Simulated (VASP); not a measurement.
# CoO (I4/mmm) in VASP: single point with PBE

Aim: the single point of CoO with PBE.

All numbers are computed with VASP 6.6.1; they aren't measurements. Logs are shortened: lines on timing, memory, paths and dates and some standing lists are left out, and cuts for length are marked.

## (1) The cell of the first run

The structure is tetragonal, space group I4/mmm (No. 139). The conventional cell has a = 3.016 Å, b = 3.016 Å, c = 4.214 Å, α = 90.00°, β = 90.00°, γ = 90.00°. Co (site symmetry 4/mmm) has 6 O at 2.11 to 2.13 Å within 2.8 Å. Within 2.8 Å of O (site symmetry 4/mmm) lie 6 Co at 2.11 to 2.13 Å.

## (2) Single point, PBE, collinear spin, ferromagnetic start

File INCAR:

```
SYSTEM = CoO
PREC = Accurate
ENCUT = 600
EDIFF = 1E-6
ISMEAR = -1
SIGMA = 0.1
LREAL = .False.
LASPH = .True.
NELM = 200
ALGO = Normal
ISIF = 2
LWAVE = .False.
LCHARG = .False.
ISPIN = 2
MAGMOM = 1.8 0
LORBIT = 11
LMAXMIX = 4
GGA = PE
NBANDS = 18
GGA_COMPAT = .False.
```

File KPOINTS:

```
Automatic mesh
0
Gamma
  12 12 12
  0 0 0
```

File POSCAR:

```
CoO
1.0
   -1.5080000000      1.5080000000      2.1072475000
    1.5080000000     -1.5080000000      2.1072475000
    1.5080000000      1.5080000000     -2.1072475000
Co O
1 1
Direct
    0.0000000000      0.0000000000      0.0000000000
    0.5000000000      0.5000000000      0.0000000000
```

Potentials or basis: VASP PAW PBE potentials, release 64 (Co, O).

Started as:

```
cat potpaw_PBE.64/Co/POTCAR potpaw_PBE.64/O/POTCAR > POTCAR
mpirun -np 1 vasp_std > vasp.out
```

OUTCAR:

```text
SYSTEM = CoO
   PREC = Accurate
   ENCUT = 600
   EDIFF = 1E-6
   ISMEAR = -1
   LREAL = .False.
   LASPH = .True.
   NELM = 200
   ISIF = 2
   ISPIN = 2
   LORBIT = 11
   GGA = PE

 ion  position               nearest neighbor table
   1  0.000  0.000  0.000-   2 2.11   2 2.11   2 2.13   2 2.13   2 2.13   2 2.13
   2  0.500  0.500  0.000-   1 2.11   1 2.11   1 2.13   1 2.13   1 2.13   1 2.13

  LATTYP: Found a body centered tetragonal cell.
 ALAT       =     3.0160000000
 C/A-ratio  =     1.3973789788

  Lattice vectors:

 A1 = (  -1.5080000000,   1.5080000000,   2.1072475000)
 A2 = (   1.5080000000,  -1.5080000000,   2.1072475000)
 A3 = (   1.5080000000,   1.5080000000,  -2.1072475000)

Analysis of symmetry for initial positions (statically):
=====================================================================
 Subroutine PRICEL returns:
 Original cell was already a primitive cell.

 Routine SETGRP: Setting up the symmetry group for a
 body centered tetragonal supercell.

 Subroutine GETGRP returns: Found 16 space group operations
 (whereof 16 operations were pure point group operations)
 out of a pool of 16 trial point group operations.

The static configuration has the point symmetry D_4h.

Analysis of symmetry for dynamics (positions and initial velocities):
=====================================================================
 Subroutine PRICEL returns:
 Original cell was already a primitive cell.

 Routine SETGRP: Setting up the symmetry group for a
 body centered tetragonal supercell.

 Subroutine GETGRP returns: Found 16 space group operations
 (whereof 16 operations were pure point group operations)
 out of a pool of 16 trial point group operations.

The dynamic configuration has the point symmetry D_4h.

Analysis of structural, dynamic, and magnetic symmetry:
=====================================================================
 Subroutine PRICEL returns:
 Original cell was already a primitive cell.

 Routine SETGRP: Setting up the symmetry group for a
 body centered tetragonal supercell.

 Subroutine GETGRP returns: Found 16 space group operations
 (whereof 16 operations were pure point group operations)
 out of a pool of 16 trial point group operations.

The overall configuration has the point symmetry D_4h.

 Subroutine INISYM returns: Found 16 space group operations
 (whereof 16 operations are pure point group operations),
 and found     1 'primitive' translations

----------------------------------------------------------------------------------------

                                     Primitive cell

  volume of cell :      19.1681

  direct lattice vectors                    reciprocal lattice vectors
    -1.508000000  1.508000000  2.107247500     0.000000000  0.331564987  0.237276352
     1.508000000 -1.508000000  2.107247500     0.331564987  0.000000000  0.237276352
     1.508000000  1.508000000 -2.107247500     0.331564987  0.331564987  0.000000000

  length of vectors
     2.998102738  2.998102738  2.998102738     0.407719766  0.407719766  0.468903701

  position of ions in fractional coordinates (direct lattice)
     0.000000000  0.000000000  0.000000000
     0.500000000  0.500000000  0.000000000

  ion indices of the primitive-cell ions
   primitive index   ion index
                 1           1
                 2           2

----------------------------------------------------------------------------------------

 KPOINTS: Automatic mesh

Automatic generation of k-mesh.
 Grid dimensions read from file:
 generate k-points for:   12   12   12

 Generating k-lattice:

  Cartesian coordinates                     Fractional coordinates (reciprocal lattice)
     0.000000000  0.027630416  0.019773029     0.083333333  0.000000000 -0.000000000
     0.027630416  0.000000000  0.019773029     0.000000000  0.083333333 -0.000000000
     0.027630416  0.027630416  0.000000000     0.000000000  0.000000000  0.083333333

  Length of vectors
     0.033976647  0.033976647  0.039075308

  Shift w.r.t. Gamma in fractional coordinates (k-lattice)
     0.000000000  0.000000000  0.000000000

 Subroutine IBZKPT returns following result:
 ===========================================

 Found    163 irreducible k-points:

 Following reciprocal coordinates:
            Coordinates               Weight
  0.000000  0.000000  0.000000      1.000000
  0.083333 -0.000000  0.000000      8.000000
  0.166667 -0.000000  0.000000      8.000000
  0.250000 -0.000000  0.000000      8.000000
  0.333333 -0.000000  0.000000      8.000000
  0.416667  0.000000  0.000000      8.000000
[... 16 lines left out ...]
  0.500000  0.166667  0.000000     16.000000
 -0.416667  0.166667  0.000000     16.000000
 [... further k-points ...]
   k-points           NKPTS =    163   k-points in BZ     NKDIM =    163   number of bands    NBANDS=     18
   number of dos      NEDOS =    301   number of ions     NIONS =      2
   total plane-waves  NPLWV =  13824
   dimension x,y,z NGX =    24 NGY =   24 NGZ =   24
   dimension x,y,z NGXF=    48 NGYF=   48 NGZF=   48
   ions per type =               1   1
   NGX,Y,Z   is equivalent  to a cutoff of  13.31, 13.31, 13.31 a.u.
   NGXF,Y,Z  is equivalent  to a cutoff of  26.62, 26.62, 26.62 a.u.
 SYSTEM =  CoO
   PREC   = accura    normal or accurate (medium, high low for compatibility)
   ISTART =      0    job   : 0-new  1-cont  2-samecut
   ICHARG =      2    charge: 1-file 2-atom 10-const
   ISPIN  =      2    spin polarized calculation?
   LNONCOLLINEAR =      F non collinear calculations
   LSORBIT =      F    spin-orbit coupling
   LASPH  =      T    aspherical Exc in radial PAW
   ENCUT  =  600.0 eV  44.10 Ry    6.64 a.u.   5.99  5.99  5.99*2*pi/ulx,y,z
   NELM   =    200;   NELMIN=  2; NELMDL= -5     # of ELM steps
   EDIFF  = 0.1E-05   stopping-criterion for ELM
   LREAL  =      F    real-space projection
   EDIFFG = 0.1E-04   stopping-criterion for IOM
   NSW    =      0    number of steps for IOM
   IBRION =     -1    ionic relax: 0-MD 1-quasi-New 2-CG
   NFREE  =      0    steps in history (QN), initial steepest desc. (CG)
   ISIF   =      2    stress and relaxation
   ISYM   =      2    0-nonsym 1-usesym 2-fastsym
   POTIM  = 0.5000    time-step for ionic-motion
   TEBEG  =    0.0;   TEEND  =   0.0 temperature during run
   PSTRESS=    0.0 pullay stress
   NELECT =      15.0000    total number of electrons
   NUPDOWN=      -1.0000    fix difference up-down
   EMIN   =  10.00;   EMAX   =-10.00  energy-range for DOS
   EFERMI =   0.00;   METHOD = LEGACY
   ISMEAR =    -1;   SIGMA  =   0.10  broadening in eV -4-tet -1-fermi 0-gaus
   EFERMI_NEDOS =   21; number of points for ismear=-14 and -15
   IALGO  =     38    algorithm
   IMIX   =      4    mixing-type and parameters
     AMIX     =   0.40;   BMIX     =  1.00
     AMIX_MAG =   1.60;   BMIX_MAG =  1.00
  volume/ion in A,a.u.               =       9.58        64.68
  Fermi-wavevector in a.u.,A,eV,Ry     =   1.508618  2.850874 30.965869  2.275927
  Thomas-Fermi vector in A             =   2.619048
   LORBIT       =     11    0 simple, 1 ext, 2 COOP (PROOUT), +10 PAW based schemes
   GGA     = PE    functional components
   LHFCALC =     F    Hartree Fock is set to
   AEXX    =    0.0000 exact exchange contribution
   IVDW    =     0    specifies the selected vdW correction
   LEPSILON=     F    determine dielectric tensor
   LRPA    =     F    only Hartree local field effects (RPA)
 spin polarized calculation
  energy-cutoff  :      600.00
  volume of cell :       19.17
 maximum number of plane-waves:       651
   NGX = 11   NGY = 11   NGZ = 11

 number of electron      15.0000006 magnetization       2.8180272

 Free energy of the ion-electron system (eV)
  ---------------------------------------------------
  ext. energy  EPLUGINS =         0.00000000
  ---------------------------------------------------
  free energy    TOTEN  =       -13.11393253 eV

  energy without entropy =      -12.99491091  energy(sigma->0) =      -13.05442172

 E-fermi :   8.0190     XC(G=0): -12.4539

 val. band max:        8.0172114541   @ k =   0.2500   0.0833   0.0833
 cond. band min:       8.0214946938   @ k =   0.4167   0.2500   0.1667
 fundamental gap:      0.0042832398
 Fermi energy:         8.0189927799

 spin component 1

 k-point     1 :       0.0000    0.0000    0.0000
  band No.  band energies     occupation
      1     -12.2491      1.00000
      2       4.8059      1.00000
      3       4.8093      1.00000
      4       4.8402      1.00000
      5       4.8761      1.00000
      6       4.8761      1.00000
[... 10 lines left out ...]
     17      29.9405      0.00000
     18      32.8325      0.00000
[... 463 lines left out ...]
 k-point    24 :      -0.4167    0.1667    0.0000
  band No.  band energies     occupation
      1     -11.1766      1.00000
      2       0.7001      1.00000
      3       2.2012      1.00000
      4       2.5714      1.00000
      5       5.2273      1.00000
      6       5.7211      1.00000
[... 10 lines left out ...]
     17      35.3760      0.00000
     18      36.9514      0.00000

 [... further k-points ...]

 spin component 2

 k-point     1 :       0.0000    0.0000    0.0000
  band No.  band energies     occupation
      1     -11.7864      1.00000
      2       5.3405      1.00000
      3       5.3969      1.00000
      4       5.3969      1.00000
      5       6.8939      0.99999
      6       6.8940      0.99999
[... 10 lines left out ...]
     17      30.8871      0.00000
     18      33.6553      0.00000
[... 463 lines left out ...]
 k-point    24 :      -0.4167    0.1667    0.0000
  band No.  band energies     occupation
      1     -10.6778      1.00000
      2       1.2825      1.00000
      3       3.2847      1.00000
      4       3.7251      1.00000
      5       7.1677      0.99980
      6       7.9521      0.66123
[... 10 lines left out ...]
     17      35.7984      0.00000
     18      37.4103      0.00000

 [... further k-points ...]

------------------------ aborting loop because EDIFF is reached ----------------------------------------

  FORCE on cell =-STRESS in cart. coord.  units (eV):
  Direction    XX          YY          ZZ          XY          YZ          ZX
  --------------------------------------------------------------------------------------
  -------------------------------------------------------------------------------------
  Total       -0.1381045     -0.1381045     -0.0821410      0.0000000     -0.0000000      0.0000000
  in kB      -11.5435724    -11.5435724     -6.8658188      0.0000000     -0.0000000      0.0000000
  external PRESSURE =      -9.9843212 kB  Pullay stress =       0.0000000 kB

 VOLUME and BASIS-vectors are now :
 -----------------------------------------------------------------------------
  energy-cutoff  :      600.00
  volume of cell :       19.17
      direct lattice vectors                 reciprocal lattice vectors
    -1.508000000  1.508000000  2.107247500     0.000000000  0.331564987  0.237276352
     1.508000000 -1.508000000  2.107247500     0.331564987  0.000000000  0.237276352
     1.508000000  1.508000000 -2.107247500     0.331564987  0.331564987  0.000000000

 POSITION                                       TOTAL-FORCE (eV/Angst)
 -----------------------------------------------------------------------------------
      0.00000      0.00000      0.00000        -0.000000      0.000000      0.000000
      0.00000      0.00000      2.10725         0.000000     -0.000000     -0.000000
 -----------------------------------------------------------------------------------
    total drift:                               -0.000000      0.000000     -0.000000

  FREE ENERGIE OF THE ION-ELECTRON SYSTEM (eV)
  ---------------------------------------------------
  free  energy   TOTEN  =       -13.1139325309 eV

  energy  without entropy=      -12.9949109111  energy(sigma->0) =      -13.05442172

 total charge

# of ion       s       p       d       tot
------------------------------------------
    1        0.296   0.360   7.156   7.812
    2        1.553   3.427   0.000   4.980
--------------------------------------------------
tot          1.849   3.787   7.156  12.792

 magnetization (x)

# of ion       s       p       d       tot
------------------------------------------
    1        0.021   0.018   2.459   2.497
    2        0.028   0.243   0.000   0.272
--------------------------------------------------
tot          0.049   0.261   2.459   2.769
```

It took 3.1 min on 1 thread of Intel Xeon 8259CL, shared host; peak memory 0.23 GiB.

What came out:

| Item | Value |
| --- | --- |
| Free energy | -13.1139 eV |
| Pressure | -1.0 GPa |
| Net moment | 2.82 μB per cell |
| Site moments | Co +2.50; O +0.27 μB |
| Valence electrons inside the program's atomic spheres | Co 7.81; O 4.98 |

Caveat: a cell with one magnetic atom can't hold antiferromagnetic order, which such compounds often take; semilocal functionals often make such compounds metallic where correlation or magnetic order opens a gap, which also shifts bond lengths. With open d or f shells a metallic result of PBE can be an artefact of self-interaction; +U or a hybrid may open a gap.
